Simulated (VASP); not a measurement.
# H6C2O in VASP: a series of runs, part 3 of 3

VASP 6.6.1.

## Step 5: Single point, PBE+D3(BJ)

File INCAR:

```
SYSTEM = H6C2O
ALGO     = Normal         ! electronic algorithm
EDIFF    = 1E-6           ! SCF threshold, eV
ENCUT    = 520            ! plane-wave cutoff, eV
GGA      = PE             ! functional
ISIF     = 2              ! what is computed and relaxed
ISMEAR   = -1             ! smearing method
IVDW     = 12             ! dispersion correction
LASPH    = .TRUE.         ! aspherical terms in the spheres
LCHARG   = .FALSE.        ! write CHGCAR
LREAL    = Auto         
LWAVE    = .FALSE.        ! write WAVECAR
NBANDS   = 64             ! bands
NELM     = 100            ! most SCF steps
PREC     = Accurate       ! precision mode
SIGMA    = 0.02           ! smearing width, eV
```

File KPOINTS:

```
k-points
0
G
  1 1 1
  0 0 0
```

File POSCAR:

```
H6C2O
1.0
    7.3483620000      0.0000000000      0.0000000000
    0.0000000000      7.3483620000      0.0000000000
    0.0000000000      0.0000000000      7.3483620000
O C H
4 8 24
Direct
    0.9609760651      0.3196902929      0.7815483233
    0.6250372532      0.4142147597      0.2977670398
    0.9999099119      0.7569986345      0.0013200221
    0.8525437370      0.0370830942      0.2695430628
    0.9308196847      0.2385429569      0.6469877233
    0.5057181451      0.3344690967      0.3757572096
    0.8604774778      0.6722722697     -0.0200997175
    0.9893633438      0.0611837033      0.1777811164
    0.4123231817      0.7764451452      0.6354749535
    0.6260851058      0.1210473844      0.9323710509
    0.1937574659      0.4418263553      0.0938304346
   -0.0739484527      0.6954475025      0.4934160837
    0.8672953238      0.3214866116      0.5288389440
    0.9573834278      0.0819774529      0.6321544856
    0.3837998182      0.2911805379      0.2900646430
    0.4846386174      0.3148320673      0.5282946050
    0.8436301859      0.5826740708     -0.1457059410
    0.7462071139      0.6947670787      0.0839915072
    1.0244323837      0.0961574838      0.0310273228
    1.1126289097      0.0622179473      0.2634328576
    0.3753489553      0.9119855554      0.6743271494
    0.3667620076      0.7725122959      0.4927356600
    0.2972090923      0.6867789039      0.6942907821
    0.5468973902      0.7303260237      0.6774707071
    0.5146453046      0.0725467798      1.0047137035
    0.6652775135      0.2609697236      0.9793066809
    0.5982285576      0.1295526813      0.7774929978
    0.7353339424      0.0302924652      0.9695221874
    0.2393730739      0.2974948703      0.0441322842
    0.0549101963      0.4350493348      0.1483459851
    0.1745831248      0.5064530027     -0.0283600617
    0.2907995006      0.5005469246      0.1803122927
    0.0322112601      0.8017977340      0.5017989043
   -0.0419685367      0.6581194557      0.3493159428
   -0.2155446343      0.7464384580      0.4922729719
   -0.0192423835      0.5688478602      0.5685484738
```

Potentials or basis: VASP PAW PBE potentials, release 64 (O, C, H).

On the command line:

```
cat potpaw_PBE.64/O/POTCAR potpaw_PBE.64/C/POTCAR potpaw_PBE.64/H/POTCAR > POTCAR
mpirun -np 1 vasp_gam > vasp.out
```

OUTCAR:

```text
SYSTEM = H6C2O
   EDIFF = 1E-6
   ENCUT = 520
   GGA = PE
   ISIF = 2
   ISMEAR = -1
   IVDW = 12
   LASPH = .TRUE.
   LREAL = Auto
   NELM = 100
   PREC = Accurate
 IVDW          = 12

 ion  position               nearest neighbor table
   1  0.961  0.320  0.782-   5 1.18
   2  0.625  0.414  0.298-   6 1.20
   3  1.000  0.757  0.001-   7 1.21
   4  0.853  0.037  0.270-   8 1.22
   5  0.931  0.239  0.647-  13 1.16  14 1.17   1 1.18
   6  0.506  0.334  0.376-  15 1.14  16 1.14   2 1.20
[... 330 lines left out ...]
  -------------------------------------------------------------------------------------
  Total       3.29080    -0.22411     2.14907     2.67276     1.48125     2.47093
  in kB      13.28740    -0.90491     8.67739    10.79194     5.98092     9.97697
  external pressure =        7.02 kB  Pullay stress =        0.00 kB

 VOLUME and BASIS-vectors are now :
 -----------------------------------------------------------------------------
  energy-cutoff  :      520.00
  volume of cell :      396.80
      direct lattice vectors                 reciprocal lattice vectors
     7.348362000  0.000000000  0.000000000     0.136084749  0.000000000  0.000000000
     0.000000000  7.348362000  0.000000000     0.000000000  0.136084749  0.000000000
     0.000000000  0.000000000  7.348362000     0.000000000  0.000000000  0.136084749

 POSITION                                       TOTAL-FORCE (eV/Angst)
 -----------------------------------------------------------------------------------
      7.06160      2.34920      5.74310         1.158878      1.474460      3.319532
      4.59300      3.04380      2.18810         1.407312      0.515029      0.196233
      7.34770      5.56270      0.00970         0.878378      0.550794     -0.209262
      6.26480      0.27250      1.98070        -0.735536      0.242808     -1.348443
      6.84000      1.75290      4.75430        -1.221125     -1.944165     -3.882168
      3.71620      2.45780      2.76120        -2.529874     -0.501081     -0.109863
[... 28 lines left out ...]
      5.76446      5.48510      3.61740         0.568218     -0.455120      0.600121
      7.20696      4.18010      4.17790        -1.289884      1.598023     -0.182546
 -----------------------------------------------------------------------------------
    total drift:                               -0.008095      0.000550      0.004679

  FREE ENERGIE OF THE ION-ELECTRON SYSTEM (eV)
  ---------------------------------------------------
  free  energy   TOTEN  =      -183.9624012636 eV

  energy  without entropy=     -183.9624012636  energy(sigma->0) =     -183.96240126
```

Wall time 35 s (1 thread of Intel Xeon 6975P-C (Granite Rapids), shared host); peak memory 0.38 GiB.

What came out:

```
Free energy                : -183.9624 eV
Pressure                   : 0.7 GPa
Largest force              : 4.510 eV/Å
Band gap on the k mesh     : 2.98 eV
Dispersion energy per atom : -0.040 eV
```

Forces in eV/Å, atoms in the order of the input:
```
O    1.159  1.474  3.320
O    1.407  0.515  0.196
O    0.878  0.551 -0.209
O   -0.736  0.243 -1.348
C   -1.221 -1.944 -3.882
C   -2.530 -0.501 -0.110
C   -1.455  0.250 -0.132
C    1.095  0.070  1.270
C   -2.741 -1.440  0.067
C    1.174  1.792 -2.093
C   -0.603 -3.844 -0.294
C    2.049 -1.053 -1.551
H    0.451 -1.269  0.349
H   -0.271  1.410 -0.042
H    0.641 -0.377  0.785
H    0.762  0.094 -0.443
H   -0.179  0.365  0.958
H    0.390 -0.540 -0.758
H   -1.318 -0.294  0.535
H    0.943 -0.085 -0.185
H    0.262  0.824  0.676
H    1.094 -0.238 -0.348
H    1.395  0.708  0.032
H   -0.055  0.108 -0.368
H   -1.961 -0.469  0.851
H   -0.342 -0.753 -0.159
H    0.299 -0.337  1.646
H    0.434 -0.233 -0.431
H   -0.426  1.516  1.000
H    0.315 -0.287  0.484
H    0.144  1.666 -2.133
H    0.836  0.884  0.784
H   -0.579  0.127  0.722
H   -0.592 -0.077  0.393
H    0.568 -0.455  0.600
H   -1.290  1.598 -0.183
```

Caveat: the k points lie up to 0.86 Å⁻¹ apart.
